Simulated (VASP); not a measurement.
A run of VASP 6.6.1:

POSCAR

```
Li3IrF6
1.0
    0.0000000000      3.9639270000      3.9639270000
    3.9639270000      0.0000000000      3.9639270000
    3.9639270000      3.9639270000      0.0000000000
Li Ir F
3 1 6
Direct
    0.7500000000      0.7500000000      0.7500000000
    0.2500000000      0.2500000000      0.2500000000
    0.5000000000      0.5000000000      0.5000000000
    0.0000000000      0.0000000000      0.0000000000
    0.7460960000      0.2539040000      0.2539040000
    0.2539040000      0.2539040000      0.7460960000
    0.2539040000      0.7460960000      0.7460960000
    0.2539040000      0.7460960000      0.2539040000
    0.7460960000      0.2539040000      0.7460960000
    0.7460960000      0.7460960000      0.2539040000
```

File INCAR.step1:

```
SYSTEM = Li3IrF6
PREC = Accurate ; ENCUT = 520
EDIFF = 1E-7 ; ISMEAR = -1
SIGMA = 0.01 ; LREAL = .FALSE.
LASPH = .TRUE. ; NELM = 80
ALGO = Normal ; ISIF = 2
LWAVE = .FALSE. ; LCHARG = .TRUE.
LMAXMIX = 4 ; GGA = RP
IVDW = 13 ; NBANDS = 41
```

The input KPOINTS.step1:

```
Automatic mesh
0
G
  5 5 5
  0 0 0
```

File INCAR.step2:

```
SYSTEM = Li3IrF6
PREC = Accurate ; ENCUT = 520
EDIFF = 1E-7 ; ISMEAR = -5
SIGMA = 0.01 ; LREAL = .FALSE.
LASPH = .TRUE. ; NELM = 80
ALGO = Normal ; ISIF = 2
LWAVE = .FALSE. ; LCHARG = .FALSE.
LMAXMIX = 4 ; GGA = RP
IVDW = 13 ; LORBIT = 11
NEDOS = 1001 ; ICHARG = 11
```

The input KPOINTS.step2:

```
Automatic mesh
0
G
  8 8 8
  0 0 0
```

Potentials or basis: VASP PAW PBE potentials, release 64 (Li_sv, Ir, F).

The run is started by

```sh
$ cat potpaw_PBE.64/Li_sv/POTCAR potpaw_PBE.64/Ir/POTCAR potpaw_PBE.64/F/POTCAR > POTCAR
$ cp INCAR.step1 INCAR
$ cp KPOINTS.step1 KPOINTS
$ mpirun -np 1 vasp_std > vasp.out
$ cp INCAR.step2 INCAR
$ cp KPOINTS.step2 KPOINTS
$ mpirun -np 1 vasp_std > vasp.out
```

Hardware: 1 thread of AMD EPYC 7R43 64-Core Processor (Zen 3), on a shared host.

Problem. Estimate the wall time of this run.

Solution. Wall time 2.4 min on 1 thread of AMD EPYC 7R43 64-Core Processor (Zen 3) (shared host), peak memory 0.27 GiB. Counts: k points 29.
